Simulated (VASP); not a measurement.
The system is YHg.

```xyz
2
Lattice="3.6800 0.0000 0.0000 0.0000 3.6800 0.0000 0.0000 0.0000 3.6800" Properties=species:S:1:pos:R:3 pbc="T T T"
Y     1.8400    1.8400    1.8400
Hg    0.0000    0.0000    0.0000
```

Base run:

* Program: VASP 6.6.1
* Functional: PBEsol
* Potentials or basis: VASP PAW PBE potentials, release 64 (Y_sv, Hg)
* Cutoff: 520 eV
* k mesh: 8 × 8 × 8
* Occupations: gaussian, width 0.1 eV
* Spin: no spin polarisation

Its results: pressure -0.8 GPa.

Q: The run is repeated on the same cell with these changes: k mesh from 8 × 8 × 8 to 3 × 3 × 3. What comes out?

A: Pressure -1.2 GPa.

Caveats: some runs use coarse meshes; the PAW data sets were made with another functional, which shifts forces and pressure a little.
